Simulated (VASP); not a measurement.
# Re (I4/mmm) in VASP: a series of runs, part 2 of 2

VASP 6.6.1. The steps go on from the part before.

## Step 6: Single point, PBE (13.81 Å³/atom)

Contents of INCAR:

```
SYSTEM = Re
PREC = Accurate
ENCUT = 520
EDIFF = 1E-6
ISMEAR = 0
SIGMA = 0.15
LREAL = .FALSE.
LASPH = .TRUE.
NELM = 80
ALGO = Fast
ISIF = 2
LWAVE = .FALSE.
LCHARG = .FALSE.
GGA = PE
NBANDS = 10
```

Contents of KPOINTS:

```
Automatic mesh
0
G
  10 10 10
  0 0 0
```

Contents of POSCAR:

```
Re
1.0
    0.0000000000      1.8397863484      2.0394031672
    1.8397863484      0.0000000000      2.0394031672
    1.8397863484      1.8397863484      0.0000000000
Re
1
Direct
    0.0000000000      0.0000000000      0.0000000000
```

Potentials or basis: VASP PAW PBE potentials, release 64 (Re).

Launch:

```console
cat potpaw_PBE.64/Re/POTCAR > POTCAR
mpirun -np 1 vasp_std > vasp.out
```

OUTCAR:

```text
SYSTEM = Re
   PREC = Accurate
   ENCUT = 520
   EDIFF = 1E-6
   ISMEAR = 0
   LREAL = .FALSE.
   LASPH = .TRUE.
   NELM = 80
   ISIF = 2
   GGA = PE

 ion  position               nearest neighbor table
   1  0.000  0.000  0.000-

  LATTYP: Found a body centered tetragonal cell.
 ALAT       =     2.6018508058
 C/A-ratio  =     1.5676557339

  Lattice vectors:

 A1 = (  -1.8397863484,   0.0000000000,   2.0394031672)
 A2 = (   1.8397863484,   0.0000000000,   2.0394031672)
 A3 = (   0.0000000000,   1.8397863484,  -2.0394031672)

Analysis of symmetry for initial positions (statically):
=====================================================================
 Subroutine PRICEL returns:
 Original cell was already a primitive cell.

 Routine SETGRP: Setting up the symmetry group for a
 body centered tetragonal supercell.

 Subroutine GETGRP returns: Found 16 space group operations
 (whereof 16 operations were pure point group operations)
 out of a pool of 16 trial point group operations.

The static configuration has the point symmetry D_4h.

Analysis of symmetry for dynamics (positions and initial velocities):
[... 164 lines left out ...]

 k-point     1 :       0.0000    0.0000    0.0000
  band No.  band energies     occupation
      1      -1.6038      2.00000
      2       5.8327      2.00000
      3       7.5334      2.00000
      4       7.5334      2.00000
      5       9.0644      0.82905
      6      11.5192      0.00000
      7      23.1320      0.00000
      8      26.6296      0.00000
      9      30.3185      0.00000
     10      30.3202      0.00000
[... 287 lines left out ...]
 k-point    24 :       0.4000    0.3000    0.0000
  band No.  band energies     occupation
      1       2.1373      2.00000
      2       3.3998      2.00000
      3       7.1965      2.00000
      4      11.2540      0.00000
      5      12.5811      0.00000
      6      13.1507      0.00000
      7      24.0305      0.00000
      8      26.1519      0.00000
      9      26.7175      0.00000
     10      32.3706      0.00000

 [... further k-points ...]

------------------------ aborting loop because EDIFF is reached ----------------------------------------

  FORCE on cell =-STRESS in cart. coord.  units (eV):
  Direction    XX          YY          ZZ          XY          YZ          ZX
  --------------------------------------------------------------------------------------
  -------------------------------------------------------------------------------------
  Total        4.3697440      4.3697440      1.0941789      0.0000000     -0.0000000      0.0000000
  in kB      507.1059513    507.1059513    126.9787531      0.0000000     -0.0000000      0.0000000
  external PRESSURE =     380.3968853 kB  Pullay stress =       0.0000000 kB

 VOLUME and BASIS-vectors are now :
 -----------------------------------------------------------------------------
  energy-cutoff  :      520.00
  volume of cell :       13.81
      direct lattice vectors                 reciprocal lattice vectors
     0.000000000  1.839786348  2.039403167    -0.271770687  0.271770687  0.245169767
     1.839786348  0.000000000  2.039403167     0.271770687 -0.271770687  0.245169767
     1.839786348  1.839786348  0.000000000     0.271770687  0.271770687 -0.245169767

 POSITION                                       TOTAL-FORCE (eV/Angst)
 -----------------------------------------------------------------------------------
      0.00000      0.00000      0.00000        -0.000000     -0.000000      0.000000
 -----------------------------------------------------------------------------------
    total drift:                                0.000000      0.000000     -0.000000

  FREE ENERGIE OF THE ION-ELECTRON SYSTEM (eV)
  ---------------------------------------------------
  free  energy   TOTEN  =       -12.1396462985 eV

  energy  without entropy=      -12.1291175177  energy(sigma->0) =      -12.13438191
```

OSZICAR:

```text
N       E                     dE             d eps       ncg     rms          rms(c)
DAV:   1     0.685384337377E+01    0.68538E+01   -0.35016E+03  3204   0.794E+02
DAV:   2    -0.123161386743E+02   -0.19170E+02   -0.17612E+02  3100   0.175E+02
DAV:   3    -0.127724598537E+02   -0.45632E+00   -0.42777E+00  3314   0.460E+01
DAV:   4    -0.127757756252E+02   -0.33158E-02   -0.33099E-02  3330   0.223E+00
DAV:   5    -0.127757812070E+02   -0.55817E-05   -0.55820E-05  2986   0.371E-02    0.341E+01
RMM:   6    -0.123146331739E+02    0.46115E+00   -0.47933E-02  2334   0.860E+00    0.153E+01
RMM:   7    -0.121441953992E+02    0.17044E+00   -0.50022E-01  3116   0.986E+00    0.900E-01
RMM:   8    -0.121406330325E+02    0.35624E-02   -0.39560E-03  2669   0.194E+00    0.415E-01
RMM:   9    -0.121396514646E+02    0.98157E-03   -0.74060E-03  3107   0.752E-01    0.115E-01
RMM:  10    -0.121396484491E+02    0.30155E-05   -0.40610E-04  3140   0.167E-01    0.316E-02
RMM:  11    -0.121396461927E+02    0.22563E-05   -0.61743E-05  2874   0.119E-01    0.830E-03
RMM:  12    -0.121396462985E+02   -0.10576E-06   -0.86196E-06  2406   0.555E-02
   1 F= -.12139646E+02 E0= -.12134382E+02  d E =-.105288E-01
```

It took 23 s on 1 thread of Intel Xeon 8259CL, shared host; peak memory 0.14 GiB.

Results:

* Free energy: -12.1396 eV
* Pressure: 38.0 GPa
* Band gap on the k mesh: zero (an odd number of electrons rules out a gap without spin polarisation)

Stress tensor (GPa, compression positive):
```
50.71  0.00  0.00
 0.00 50.71  0.00
 0.00  0.00 12.70
```

Caveat: the cell stands under pressure; spin-orbit coupling is left out, which moves the levels of the heavy elements.

## Step 7: Single point, PBE (14.29 Å³/atom)

This run uses another cell than the first one, of 14.29 Å³/atom.

Contents of INCAR:

```
ALGO = Fast ; EDIFF = 1E-7
ENCUT = 520 ; GGA = PE
ISIF = 2 ; ISMEAR = 0
LASPH = T ; LCHARG = F
LREAL = F ; LWAVE = F
NBANDS = 10 ; NELM = 80
PREC = Accurate ; SIGMA = 0.15
```

Contents of KPOINTS:

```
k-points
0
Gamma
  10 10 10
```

Contents of POSCAR:

```
Re
1.0
    0.0000000000      1.8292368066      2.1347193533
    1.8292368066      0.0000000000      2.1347193533
    1.8292368066      1.8292368066      0.0000000000
Re
1
Direct
    0.0000000000      0.0000000000      0.0000000000
```

Potentials or basis: VASP PAW PBE potentials, release 64 (Re).

Launch:

```console
cat potpaw_PBE.64/Re/POTCAR > POTCAR
mpirun -np 1 vasp_std > vasp.out
```

OUTCAR:

```text
EDIFF = 1E-7
   ENCUT = 520
   GGA = PE
   ISIF = 2
   ISMEAR = 0
   LASPH = T
   LREAL = F
   NELM = 80
   PREC = Accurate

 ion  position               nearest neighbor table
   1  0.000  0.000  0.000-

  LATTYP: Found a body centered tetragonal cell.
 ALAT       =     2.5869315007
 C/A-ratio  =     1.6503872273

  Lattice vectors:

 A1 = (  -1.8292368066,   0.0000000000,   2.1347193533)
 A2 = (   1.8292368066,   0.0000000000,   2.1347193533)
 A3 = (   0.0000000000,   1.8292368066,  -2.1347193533)

Analysis of symmetry for initial positions (statically):
=====================================================================
 Subroutine PRICEL returns:
 Original cell was already a primitive cell.

 Routine SETGRP: Setting up the symmetry group for a
 body centered tetragonal supercell.

 Subroutine GETGRP returns: Found 16 space group operations
 (whereof 16 operations were pure point group operations)
 out of a pool of 16 trial point group operations.

The static configuration has the point symmetry D_4h.

Analysis of symmetry for dynamics (positions and initial velocities):
=====================================================================
 Subroutine PRICEL returns:
 Original cell was already a primitive cell.

 Routine SETGRP: Setting up the symmetry group for a
 body centered tetragonal supercell.

 Subroutine GETGRP returns: Found 16 space group operations
 (whereof 16 operations were pure point group operations)
 out of a pool of 16 trial point group operations.

The dynamic configuration has the point symmetry D_4h.

 Subroutine INISYM returns: Found 16 space group operations
 (whereof 16 operations are pure point group operations),
 and found     1 'primitive' translations

----------------------------------------------------------------------------------------

                                     Primitive cell

  volume of cell :      14.2860

  direct lattice vectors                    reciprocal lattice vectors
     0.000000000  1.829236807  2.134719353    -0.273338038  0.273338038  0.234222826
     1.829236807  0.000000000  2.134719353     0.273338038 -0.273338038  0.234222826
     1.829236807  1.829236807  0.000000000     0.273338038  0.273338038 -0.234222826

  length of vectors
     2.811251325  2.811251325  2.586931501     0.451981967  0.451981967  0.451981967

  position of ions in fractional coordinates (direct lattice)
     0.000000000  0.000000000  0.000000000

  ion indices of the primitive-cell ions
   primitive index   ion index
                 1           1

----------------------------------------------------------------------------------------

 KPOINTS: k-points

Automatic generation of k-mesh.
 Grid dimensions read from file:
 generate k-points for:   10   10   10

 Generating k-lattice:

  Cartesian coordinates                     Fractional coordinates (reciprocal lattice)
    -0.027333804  0.027333804  0.023422283     0.100000000 -0.000000000  0.000000000
     0.027333804 -0.027333804  0.023422283    -0.000000000  0.100000000  0.000000000
     0.027333804  0.027333804 -0.023422283     0.000000000  0.000000000  0.100000000

  Length of vectors
     0.045198197  0.045198197  0.045198197

  Shift w.r.t. Gamma in fractional coordinates (k-lattice)
     0.000000000  0.000000000  0.000000000

 Subroutine IBZKPT returns following result:
 ===========================================

 Found    102 irreducible k-points:

 Following reciprocal coordinates:
            Coordinates               Weight
  0.000000  0.000000  0.000000      1.000000
  0.100000  0.000000  0.000000      8.000000
  0.200000  0.000000  0.000000      8.000000
  0.300000  0.000000  0.000000      8.000000
  0.400000  0.000000  0.000000      8.000000
  0.500000 -0.000000  0.000000      4.000000
[... 16 lines left out ...]
  0.300000  0.300000  0.000000      2.000000
  0.400000  0.300000  0.000000      8.000000
 [... further k-points ...]
   k-points           NKPTS =    102   k-points in BZ     NKDIM =    102   number of bands    NBANDS=     10
   number of dos      NEDOS =    301   number of ions     NIONS =      1
   total plane-waves  NPLWV =  11520
   dimension x,y,z NGX =    24 NGY =   24 NGZ =   20
   dimension x,y,z NGXF=    48 NGYF=   48 NGZF=   40
   ions per type =               1
   NGX,Y,Z   is equivalent  to a cutoff of  14.19, 14.19, 12.85 a.u.
   NGXF,Y,Z  is equivalent  to a cutoff of  28.39, 28.39, 25.71 a.u.
 SYSTEM =  unknown system
   PREC   = accura    normal or accurate (medium, high low for compatibility)
   ISTART =      0    job   : 0-new  1-cont  2-samecut
   ICHARG =      2    charge: 1-file 2-atom 10-const
   ISPIN  =      1    spin polarized calculation?
   LNONCOLLINEAR =      F non collinear calculations
   LSORBIT =      F    spin-orbit coupling
   LASPH  =      T    aspherical Exc in radial PAW
   ENCUT  =  520.0 eV  38.22 Ry    6.18 a.u.   5.23  5.23  4.81*2*pi/ulx,y,z
   NELM   =     80;   NELMIN=  2; NELMDL= -5     # of ELM steps
   EDIFF  = 0.1E-06   stopping-criterion for ELM
   LREAL  =      F    real-space projection
   EDIFFG = 0.1E-05   stopping-criterion for IOM
   NSW    =      0    number of steps for IOM
   IBRION =     -1    ionic relax: 0-MD 1-quasi-New 2-CG
   NFREE  =      0    steps in history (QN), initial steepest desc. (CG)
   ISIF   =      2    stress and relaxation
   ISYM   =      2    0-nonsym 1-usesym 2-fastsym
   POTIM  = 0.5000    time-step for ionic-motion
   TEBEG  =    0.0;   TEEND  =   0.0 temperature during run
   PSTRESS=    0.0 pullay stress
   NELECT =       7.0000    total number of electrons
   NUPDOWN=      -1.0000    fix difference up-down
   EMIN   =  10.00;   EMAX   =-10.00  energy-range for DOS
   EFERMI =   0.00;   METHOD = LEGACY
   ISMEAR =     0;   SIGMA  =   0.15  broadening in eV -4-tet -1-fermi 0-gaus
   EFERMI_NEDOS =   21; number of points for ismear=-14 and -15
   IALGO  =     68    algorithm
   IMIX   =      4    mixing-type and parameters
     AMIX     =   0.40;   BMIX     =  1.00
     AMIX_MAG =   1.60;   BMIX_MAG =  1.00
  volume/ion in A,a.u.               =      14.29        96.41
  Fermi-wavevector in a.u.,A,eV,Ry     =   1.290637  2.438949 22.663806  1.665743
  Thomas-Fermi vector in A             =   2.422456
   LORBIT       =      0    0 simple, 1 ext, 2 COOP (PROOUT), +10 PAW based schemes
   GGA     = PE    functional components
   LHFCALC =     F    Hartree Fock is set to
   AEXX    =    0.0000 exact exchange contribution
   IVDW    =     0    specifies the selected vdW correction
   LEPSILON=     F    determine dielectric tensor
   LRPA    =     F    only Hartree local field effects (RPA)
 non-spin polarized calculation
 RMM-DIIS sequential band-by-band and
 Gauss-broadening in eV      SIGMA  =   0.15
  energy-cutoff  :      520.00
  volume of cell :       14.29
 maximum number of plane-waves:       392
 NGX is ok and might be reduce to    24
   NGX = 11   NGY = 11   NGZ =  9

 number of electron       7.0000000 magnetization

 Free energy of the ion-electron system (eV)
  ---------------------------------------------------
  ext. energy  EPLUGINS =         0.00000000
  ---------------------------------------------------
  free energy    TOTEN  =       -12.10553706 eV

  energy without entropy =      -12.09384646  energy(sigma->0) =      -12.09969176

 E-fermi :   8.6698     XC(G=0): -13.8870

 val. band max:        8.6681704133   @ k =   0.3000   0.1000   0.0000
 cond. band min:       8.6901810962   @ k =  -0.1000   0.2000   0.1000
 fundamental gap:      0.0220106829
 Fermi energy:         8.6697729929

 k-point     1 :       0.0000    0.0000    0.0000
  band No.  band energies     occupation
      1      -1.7989      2.00000
      2       5.0409      2.00000
      3       7.5522      2.00000
      4       7.5522      2.00000
      5       7.9061      2.00000
      6      11.4670      0.00000
      7      22.8832      0.00000
      8      25.1425      0.00000
      9      30.2317      0.00000
     10      30.2434      0.00000
[... 287 lines left out ...]
 k-point    24 :       0.4000    0.3000    0.0000
  band No.  band energies     occupation
      1       1.8055      2.00000
      2       3.1710      2.00000
      3       6.4265      2.00000
      4      10.9637      0.00000
      5      11.9779      0.00000
      6      12.5691      0.00000
      7      22.7303      0.00000
      8      24.8095      0.00000
      9      26.2371      0.00000
     10      31.4054      0.00000

 [... further k-points ...]

------------------------ aborting loop because EDIFF is reached ----------------------------------------

  FORCE on cell =-STRESS in cart. coord.  units (eV):
  Direction    XX          YY          ZZ          XY          YZ          ZX
  --------------------------------------------------------------------------------------
  -------------------------------------------------------------------------------------
  Total        3.5249649      3.5249649     -0.7508494      0.0000000     -0.0000000      0.0000000
  in kB      395.3254078    395.3254078    -84.2078827      0.0000000     -0.0000000      0.0000000
  external PRESSURE =     235.4809776 kB  Pullay stress =       0.0000000 kB

 VOLUME and BASIS-vectors are now :
 -----------------------------------------------------------------------------
  energy-cutoff  :      520.00
  volume of cell :       14.29
      direct lattice vectors                 reciprocal lattice vectors
     0.000000000  1.829236807  2.134719353    -0.273338038  0.273338038  0.234222826
     1.829236807  0.000000000  2.134719353     0.273338038 -0.273338038  0.234222826
     1.829236807  1.829236807  0.000000000     0.273338038  0.273338038 -0.234222826

 POSITION                                       TOTAL-FORCE (eV/Angst)
 -----------------------------------------------------------------------------------
      0.00000      0.00000      0.00000        -0.000000      0.000000      0.000000
 -----------------------------------------------------------------------------------
    total drift:                                0.000000      0.000000     -0.000000

  FREE ENERGIE OF THE ION-ELECTRON SYSTEM (eV)
  ---------------------------------------------------
  free  energy   TOTEN  =       -12.1055370602 eV

  energy  without entropy=      -12.0938464615  energy(sigma->0) =      -12.09969176
```

stdout:

```text
POSCAR found type information on POSCAR Re
 POSCAR found :  1 types and       1 ions
 scaLAPACK will be used
 LDA part: xc-table for (Slater+PW92), standard interpolation
 POSCAR, INCAR and KPOINTS ok, starting setup
 FFT: planning ... GRIDC
 FFT: planning ... GRID_SOFT
 FFT: planning ... GRID
 WAVECAR not read
 entering main loop
```

Run time: 28 s. Hardware: 1 thread of Intel Xeon 8259CL, shared host; peak memory 0.14 GiB.

What came out:

```yaml
Free_energy: -12.1055 eV
Pressure: 23.5 GPa
Band_gap_on_the_k_mesh: zero (an odd number of electrons rules out a gap without spin polarisation)
```

Caveat: the cell stands under pressure; spin-orbit coupling is left out, which moves the levels of the heavy elements.

## Step 8: Summary

| cell | gap on the mesh (eV) | pressure (GPa) |
| --- | --- | --- |
| a = 2.622, b = 2.622, c = 2.934 Å, angles 56.0, 56.0, 68.0°, 1 atom | none | 39.3 |
| a = 2.625, b = 2.625, c = 3.142 Å, angles 53.2, 53.2, 73.5°, 1 atom | none | 40.1 |
| a = 2.629, b = 2.629, c = 2.884 Å, angles 56.7, 56.7, 66.5°, 1 atom | none | 39.6 |
| a = 2.654, b = 2.654, c = 2.787 Å, angles 58.3, 58.3, 63.3°, 1 atom | none | 37.3 |
| a = 2.747, b = 2.747, c = 2.602 Å, angles 61.7, 61.7, 56.5°, 1 atom | none | 38.0 |
| a = 2.811, b = 2.811, c = 2.587 Å, angles 62.6, 62.6, 54.8°, 1 atom | none | 23.5 |

Alike in all rows: task single point; level PBE; potentials or basis VASP PAW PBE potentials, release 64 (Re); no spin polarisation; k mesh 10 × 10 × 10; cutoff (eV) 520; smearing gaussian 0.15 eV.

Caveats: the cell stands under pressure; spin-orbit coupling is left out, which moves the levels of the heavy elements.

Absolute energies hang on the potentials; compare differences alone.
